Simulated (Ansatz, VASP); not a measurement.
**LiBe2: VASP beside Ansatz**

```xyz
3
Lattice="4.0941 0.0000 0.0000 -2.0471 3.5456 0.0000 0.0000 0.0000 2.5071" Properties=species:S:1:pos:R:3 pbc="T T T"
Li    0.0000    0.0000    0.0000
Be    2.0471    1.1819    1.6714
Be    0.0000    2.3637    0.8357
```

Alike in both runs: task relaxation of cell and atoms; functional PBE; k mesh 6 × 6 × 6; occupations gaussian, width 0.1 eV; no spin polarisation.

```csv
,VASP,Ansatz
version,VASP 6.6.1,Ansatz 0.2.0
potentials or method,"VASP PAW PBE potentials, release 64 (Li_sv, Be), cutoff 600 eV","scalar-relativistic, plane waves, PAW"
valence electrons in the cell,7,7
```

|  | VASP | Ansatz | Ansatz less VASP |
| --- | --- | --- | --- |
| gap on the k mesh at the Fermi level, each at its own relaxed structure (eV) | none | none | - |
| relaxed volume (Å³/atom) | 9.34 | 9.38 | +0.044 |
| relaxed cell length with the largest relative difference (Å) | 3.837 | 3.847 | +0.0100 |

A gap of «none» marks a metal or a gap that the smearing closes.

The k mesh is coarse, so the values compare programs but aren't converged. Noted on VASP's run: the cutoff is short for stress, so the pressure is rough; the volume moved by over 15 % at a fixed basis, so the end points are rough.
